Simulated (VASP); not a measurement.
**VAu: single point with PBEsol**

The system is VAu.

```
V Au
1.0
     1.41040    0.81430    4.61109
    -1.41040    0.81430    4.61109
     0.00000   -1.62859    4.61109
V Au
1 1
Direct
  0.50000 0.50000 0.50000
  0.00000 0.00000 0.00000
```

* Program: VASP 6.6.1
* Task: single point
* Functional: PBEsol
* Potentials or basis: VASP PAW PBE potentials, release 64 (V_sv, Au)
* Cutoff: 500 eV
* k mesh: 14 × 14 × 14
* Occupations: fermi-dirac, width 0.05 eV
* Spin: collinear spin, ferromagnetic start
* Starting moments: [1.6, 0.0] μB
* Fixed moment: 1.6 μB

| Property | Result |
| --- | --- |
| Pressure | -5.0 GPa |
| Net moment | 1.60 μB per cell |
| Site moments | V +1.27; Au +0.10 μB |
| Valence electrons inside the program's atomic spheres | V 11.40; Au 9.77 |

Stress tensor (GPa, compression positive):
```
-4.62  0.00  0.00
 0.00 -4.62  0.00
 0.00  0.00 -5.91
```

Wall time 9.7 min on 1 thread of Intel(R) Xeon(R) Platinum 8259CL CPU @ 2.50GHz (Skylake/Cascade Lake) (shared host), peak memory 0.48 GiB.

Caveat: the cell stands under tension; the PAW data sets were made with another functional, which shifts forces and pressure a little; the total moment is fixed, so each spin has its own Fermi level and the state may be an excited one.
